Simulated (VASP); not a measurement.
Set up this calculation in VASP 6.6.1, as the native input.

* Task: relaxation of cell and atoms
* Functional: PBE
* Potentials or basis: VASP PAW PBE potentials, release 64 (Be, Te)
* Cutoff: 600 eV
* k mesh: 3 × 3 × 3
* Occupations: gaussian, width 0.2 eV
* Spin: no spin polarisation
* Dipole correction: no
* Further INCAR settings: ALGO = Normal; EDIFF = 1e-07; IBRION = 2; EDIFFG = -0.08; NSW = 36; ISIF = 3

The structure of Be3Te4 lies in POSCAR:

```
Be3Te4
1.0
    0.0000000000      4.3025888700      4.3025888700
    4.3025888700      0.0000000000      4.3025888700
    4.3025888700      4.3025888700      0.0000000000
Be Te
3 4
Direct
    0.0000000000      0.0000000000      0.0000000000
    0.2500000000      0.2500000000      0.2500000000
    0.7500000000      0.7500000000      0.7500000000
    0.8780143800      0.8780143800      0.8780143800
    0.8780143800      0.8780143800      0.3659568600
    0.8780143800      0.3659568600      0.8780143800
    0.3659568600      0.8780143800      0.8780143800
```

The cell was built from a structure type or drawn by symmetry, and may not be a known phase.

These files were run (other wordings do the same):

INCAR

```
SYSTEM = Be3Te4
PREC = Accurate ; ENCUT = 600
EDIFF = 1E-7 ; ISMEAR = 0
SIGMA = 0.2 ; LREAL = .FALSE.
LASPH = .TRUE. ; NELM = 120
ALGO = Normal ; ISIF = 3
LWAVE = .FALSE. ; LCHARG = .FALSE.
GGA = PE ; IBRION = 2
NSW = 36 ; EDIFFG = -0.08
GGA_COMPAT = .FALSE. ; NELMIN = 4
```

KPOINTS

```
regular mesh
0
G
  3 3 3
  0 0 0
```

Potentials or basis: VASP PAW PBE potentials, release 64 (Be, Te).

The run is started by

```console
$ cat potpaw_PBE.64/Be/POTCAR potpaw_PBE.64/Te/POTCAR > POTCAR
$ mpirun -np 1 vasp_std > vasp.out
```

Results of the run:

```json
{
  "Relaxed volume": "44.76 Å³/atom",
  "Relaxed cell": "a = 7.624 Å, b = 7.624 Å, c = 7.624 Å, α = 60.00°, β = 60.00°, γ = 60.00°",
  "Space group after relaxing (to 0.1 Å)": "F-43m (No. 216)",
  "Energy gained by relaxing": "2080.6 meV/atom",
  "Ionic steps": "9",
  "Pressure after relaxing": "-0.1 GPa",
  "Largest force after relaxing": "0.070 eV/Å",
  "Band gap on the k mesh": "zero (bands 15 and 16 overlap by 0.76 eV)"
}
```

Caveat: the k points lie up to 0.34 Å⁻¹ apart in the final cell, too coarse for converged energies and pressures of a metal; the volume moved by over 15 % at a fixed basis, so the end points are rough; semilocal functionals underestimate gaps, so a narrow gap can read as zero; spin-orbit coupling is left out, which moves the levels of the heavy elements; the relaxation stopped at a loose force limit of 0.08 eV/Å, so its end isn't a converged minimum.

It took 8.9 min on 1 thread of Intel Xeon 8259CL, on a shared host, peak memory 0.35 GiB.
